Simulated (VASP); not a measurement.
Wanted: the native input for a VASP 6.6.1 run.

```
Task                   : single point
Functional             : LDA
Potentials or basis    : VASP PAW LDA potentials, release 64 (K_sv, Mg, F)
Cutoff                 : 520 eV
k mesh                 : 6 × 6 × 6
Occupations            : gaussian, width 0.01 eV
Spin                   : no spin polarisation
Dipole correction      : no
Further INCAR settings : ALGO = Normal; EDIFF = 1e-06; NBANDS = 24
```

The structure of KMgF3 lies in POSCAR:

```
KMgF3
1.0
    3.9084542559      0.0000000000      0.0000000000
    0.0000000000      3.9084542559      0.0000000000
    0.0000000000      0.0000000000      3.9084542559
K Mg F
1 1 3
Direct
    0.5000000000      0.5000000000      0.5000000000
    0.0000000000      0.0000000000      0.0000000000
    0.5000000000      0.0000000000      0.0000000000
    0.0000000000      0.5000000000      0.0000000000
    0.0000000000      0.0000000000      0.5000000000
```

The input as run:

INCAR

```
PREC = Accurate
ENCUT = 520
EDIFF = 1E-6
ISMEAR = 0
SIGMA = 0.01
LREAL = False
LASPH = True
NELM = 100
ALGO = Normal
ISIF = 2
LWAVE = False
LCHARG = True
GGA = CA
LELF = True
LVHAR = True
NBANDS = 24
```

KPOINTS

```
Automatic mesh
0
Gamma
  6 6 6
```

Potentials or basis: VASP PAW LDA potentials, release 64 (K_sv, Mg, F).

Run with:

```console
$ cat potpaw_LDA.64/K_sv/POTCAR potpaw_LDA.64/Mg/POTCAR potpaw_LDA.64/F/POTCAR > POTCAR
$ mpirun -np 1 vasp_std > vasp.out
```

It gave:

```
Pressure               : -0.9 GPa
Band gap on the k mesh : 7.42 eV, indirect (least direct gap 7.74 eV)
```

Run time: 17 s on 1 thread of Intel(R) Xeon(R) Platinum 8488C (Sapphire Rapids), on a shared host, peak memory 0.16 GiB.
